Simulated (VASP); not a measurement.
Wanted: the native input for a VASP 6.6.1 run.

```
Task                   : single point
Functional             : PBE
Potentials or basis    : VASP PAW PBE potentials, release 64 (S, Mg)
Cutoff                 : 520 eV
k mesh                 : 8 × 8 × 8
Occupations            : fermi-dirac, width 0.05 eV
Spin                   : no spin polarisation
Dipole correction      : no
Further INCAR settings : ALGO = Normal; EDIFF = 1e-06; NBANDS = 11
```

The structure of MgS lies in POSCAR:

```
MgS
1.0
    0.0000000000      2.8486067126      2.8486067126
    2.8486067126      0.0000000000      2.8486067126
    2.8486067126      2.8486067126      0.0000000000
S Mg
1 1
Direct
    0.2500000000      0.2500000000      0.2500000000
    0.0000000000      0.0000000000      0.0000000000
```

One way to write it, as run:

INCAR

```
SYSTEM = MgS
  PREC = Accurate
  ENCUT = 520
  EDIFF = 1E-6
  ISMEAR = -1
  SIGMA = 0.05
  LREAL = .False.
  LASPH = .True.
  NELM = 100
  ALGO = Normal
  ISIF = 2
  LWAVE = .False.
  LCHARG = .True.
  GGA = PE
  LELF = .True.
  LVHAR = .True.
  NBANDS = 11
```

KPOINTS

```
regular mesh
0
Gamma
  8 8 8
  0 0 0
```

Potentials or basis: VASP PAW PBE potentials, release 64 (S, Mg).

Launch:

```sh
$ cat potpaw_PBE.64/S/POTCAR potpaw_PBE.64/Mg/POTCAR > POTCAR
$ mpirun -np 1 vasp_std > vasp.out
```

It gave:

```
Pressure               : -0.1 GPa
Band gap on the k mesh : 3.37 eV, direct
```

It took 21 s on 1 thread of Intel Xeon 8259CL, with other jobs on the host, peak memory 0.17 GiB.
